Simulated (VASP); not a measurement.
CdSe: elastic constants with LDA

The system is CdSe.

```
CELL_PARAMETERS angstrom
0.00000 2.94468 2.94468
2.94468 0.00000 2.94468
2.94468 2.94468 0.00000
ATOMIC_POSITIONS crystal
Cd 0.00000 0.00000 0.00000
Se 0.75000 0.75000 0.75000
```

| Quantity | Value |
| --- | --- |
| Program | VASP 6.6.1 |
| Task | elastic constants |
| Functional | LDA |
| Potentials or basis | VASP PAW LDA potentials, release 64 (Cd, Se) |
| Cutoff | 600 eV |
| k mesh | 6 × 6 × 6 |
| Occupations | gaussian, width 0.01 eV |
| Spin | no spin polarisation |
| Dipole correction | no |
| Ions in elastic constants | relaxed |
| Further INCAR settings | ALGO = Normal; EDIFF = 1e-08; NBANDS = 16; IBRION = 6; POTIM = 0.015; NSW = 1; ISIF = 3 |

```yaml
Elastic_constants_C11_C12_C44: 83, 70, 20 GPa
Voigt_bulk_modulus: 74 GPa
Highest_phonon_frequency_at_Γ_LO-TO_splitting_left_out: 198 cm⁻¹
```

Phonon frequencies in cm⁻¹ (negative: imaginary):
| q point | frequencies |
| --- | --- |
| (0.000, 0.000, 0.000) | 0 0 0 198 198 198 |

Elastic tensor in Voigt notation (GPa, in the Cartesian axes of the cell as first typed):
```
83 70 70  0  0  0
70 83 70  0  0  0
70 70 83  0  0  0
 0  0  0 20  0  0
 0  0  0  0 20  0
 0  0  0  0  0 20
```

Clamped-ion elastic tensor (GPa):
```
83 70 70  0  0  0
70 83 70  0  0  0
70 70 83  0  0  0
 0  0  0 66  0  0
 0  0  0  0 66  0
 0  0  0  0  0 66
```

Wall time 4.5 min on 1 thread of Intel(R) Xeon(R) 6975P-C (Granite Rapids), with other jobs on the host, peak memory 0.26 GiB.

Caveat: the cell is under stress, which shifts elastic constants.
